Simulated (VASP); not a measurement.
Input of a VASP 6.6.1 run:

File INCAR:

```
SYSTEM = Ta
ALGO = Normal
EDIFF = 1E-6
ENCUT = 520
ISIF = 2
ISMEAR = -1
LASPH = .True.
LCHARG = .True.
LELF = .True.
LREAL = .False.
LVHAR = .True.
LWAVE = .False.
NBANDS = 18
NELM = 60
PREC = Accurate
SIGMA = 0.15
```

File KPOINTS:

```
k-points
0
Gamma
  12 12 6
  0 0 0
```

Contents of POSCAR:

```
Ta
1.0
    2.9003720000      0.0000000000      0.0000000000
   -1.4501860000      2.5117960000      0.0000000000
    0.0000000000      0.0000000000      5.1662740000
Ta
2
Direct
    0.6666666667      0.3333333333      0.7500000000
    0.3333333333      0.6666666667      0.2500000000
```

Potentials or basis: VASP PAW LDA potentials, release 64 (Ta_pv).

Command:

```sh
$ cat potpaw_LDA.64/Ta_pv/POTCAR > POTCAR
$ mpirun -np 1 vasp_std > vasp.out
```

Q: What does it give for the pressure?

A: -10.8 GPa.

Q: Predict the band gap on the k mesh.

A: Zero (band 11 reaches 7.04 eV, above the bottom of band 12 at 4.73 eV).

Stress tensor (GPa, compression positive):
```
-11.37   0.00   0.00
  0.00 -11.37   0.00
  0.00   0.00  -9.62
```

Caveat: spin-orbit coupling is left out, which moves the levels of the heavy elements.
